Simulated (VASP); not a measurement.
MgO, 4 atoms in the cell. It takes space group P6_3mc (No. 186, hexagonal). The conventional cell has a = 3.245 Å, b = 3.245 Å, c = 5.347 Å, α = 90.00°, β = 90.00°, γ = 120.00°. Within 2.6 Å of Mg (site symmetry 3m) lie 4 O at 1.96 to 2.10 Å. Within 2.6 Å of O (site symmetry 3m) lie 4 Mg at 1.96 to 2.10 Å.  This cell differs from its parent crystal: c/a of the conventional cell at fixed volume 1.6478.

* Program: VASP 6.6.1
* Task: single point
* Functional: PBE
* Potentials or basis: VASP PAW PBE potentials, release 64 (Mg, O)
* Cutoff: 520 eV
* k mesh: 9 × 9 × 6
* Occupations: gaussian, width 0.05 eV
* Spin: no spin polarisation
* Dipole correction: no
* Further INCAR settings: ALGO = Normal; EDIFF = 1e-07; NBANDS = 16

Potentials or basis: VASP PAW PBE potentials, release 64 (Mg, O).

Command:

```sh
$ cat potpaw_PBE.64/Mg/POTCAR potpaw_PBE.64/O/POTCAR > POTCAR
$ mpirun -np 1 vasp_std > vasp.out
```

Hardware: 1 thread of AMD EPYC 7R13, with other jobs on the host.

Question: Estimate the wall time of this run.

Answer: Wall time 61 s on 1 thread of AMD EPYC 7R13, with other jobs on the host, peak memory 0.15 GiB. Counts: scf iterations 14, k points 48.
